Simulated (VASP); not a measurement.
Wanted: the native input for a VASP 6.6.1 run.

- Task: single point
- Functional: PBE
- Potentials or basis: VASP PAW PBE potentials, release 64 (Cu, I)
- Cutoff: 600 eV
- k mesh: 2 × 2 × 2
- Occupations: gaussian, width 0.01 eV
- Spin: no spin polarisation
- Dipole correction: no
- Further INCAR settings: ALGO = Normal; EDIFF = 1e-06; NBANDS = 16

The structure of CuI lies in POSCAR:

```
CuI
1.0
    0.0000000000      3.0260000000      3.0260000000
    3.0260000000      0.0000000000      3.0260000000
    3.0260000000      3.0260000000      0.0000000000
Cu I
1 1
Direct
    0.0000000000      0.0000000000      0.0000000000
    0.2500000000      0.2500000000      0.2500000000
```

These files were run (other wordings do the same):

INCAR

```
PREC = Accurate
ENCUT = 600
EDIFF = 1E-6
ISMEAR = 0
SIGMA = 0.01
LREAL = False
LASPH = True
NELM = 120
ALGO = Normal
ISIF = 2
LWAVE = False
LCHARG = False
GGA = PE
NBANDS = 16
GGA_COMPAT = False
```

KPOINTS

```
Automatic mesh
0
Gamma
  2 2 2
```

Potentials or basis: VASP PAW PBE potentials, release 64 (Cu, I).

The run is started by

```sh
$ cat potpaw_PBE.64/Cu/POTCAR potpaw_PBE.64/I/POTCAR > POTCAR
$ mpirun -np 1 vasp_std > vasp.out
```

It gave:

```
Pressure               : 5.3 GPa
Band gap on the k mesh : 1.21 eV, direct
```

Caveat: the k points lie up to 0.90 Å⁻¹ apart; spin-orbit coupling is left out, which moves the levels of the heavy elements.

It took 7.8 s on 1 thread of AMD EPYC 7R43 64-Core Processor (Zen 3), on a shared host, peak memory 0.16 GiB.
